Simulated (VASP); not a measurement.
Runs of VASP 6.6.1 on Pt. It takes space group P6_3/mmc (No. 194, hexagonal). Conventional cell: a = 2.761 Å, b = 2.761 Å, c = 4.792 Å, α = 90.00°, β = 90.00°, γ = 120.00°. Pt (site symmetry -6m2) has 12 Pt at 2.76 to 2.88 Å within 3.6 Å. 

```csv
smearing,gap on the mesh (eV),pressure (GPa)
fermi-dirac 0.5 eV,none,-6.3
fermi-dirac 0.1 eV,none,(a)
fermi-dirac 0.3 eV,none,-8.9
fermi-dirac 0.2 eV,none,-9.9
```

Alike in all rows: task single point; level PBEsol; potentials or basis VASP PAW PBE potentials, release 64 (Pt); no spin polarisation; cell as given; k mesh 11 × 11 × 6; cutoff (eV) 520.

Q: Fill in the values left out.

A: (a) -10.7.

Caveats: the PAW data sets were made with another functional, which shifts forces and pressure a little; spin-orbit coupling is left out, which moves the levels of the heavy elements.

A k mesh can miss the band edges, and the runs leave out spin-orbit coupling on Pt.

A gap of «none» marks levels without a gap at the run's occupations.
